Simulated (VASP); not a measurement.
Write the native input for VASP 6.6.1 that does the following.

- Task: electric field gradients
- Functional: LDA
- Potentials or basis: VASP PAW LDA potentials, release 64 (Ge_d)
- Cutoff: 520 eV
- k mesh: 10 × 10 × 10
- Occupations: fermi-dirac, width 0.05 eV
- Spin: no spin polarisation
- Dipole correction: no
- Further INCAR settings: ALGO = Normal; EDIFF = 1e-08; NBANDS = 21

The structure of Ge lies in POSCAR:

```
Ge
1.0
    0.0565754000      2.8570577000      2.8570577000
    2.8570577000      0.0565754000      2.8570577000
    2.8570577000      2.8570577000      0.0565754000
Ge
2
Direct
    0.5000000000      0.5000000000      0.5000000000
    0.7500000000      0.7500000000      0.7500000000
```

This cell differs from its parent crystal: equal xy, yz and zx shear strains of +2 %.

One way to write it, as run:

INCAR

```
PREC = Accurate
ENCUT = 520
EDIFF = 1E-8
ISMEAR = -1
SIGMA = 0.05
LREAL = F
LASPH = T
NELM = 80
ALGO = Normal
ISIF = 2
LWAVE = F
LCHARG = F
GGA = CA
LEFG = T
NBANDS = 21
```

KPOINTS

```
Automatic mesh
0
Gamma
  10 10 10
```

Potentials or basis: VASP PAW LDA potentials, release 64 (Ge_d).

The run is started by

```sh
$ cat potpaw_LDA.64/Ge_d/POTCAR > POTCAR
$ mpirun -np 1 vasp_std > vasp.out
```

Results of the run:

| Item | Value |
| --- | --- |
| Pressure | -1.0 GPa |
| Largest force | 0.250 eV/Å |
| Band gap on the k mesh | zero (band 14 reaches 4.75 eV, above the bottom of band 15 at 4.71 eV) |

Caveat: the cell differs from its parent crystal (equal xy, yz and zx shear strains of +2 %); without QUAD_EFG the Cq values of the log hold for a quadrupole moment of 1 mb, not for the nuclei.

It took 52 s on 1 thread of Intel(R) Xeon(R) Platinum 8488C (Sapphire Rapids), with other jobs on the host, peak memory 0.21 GiB.
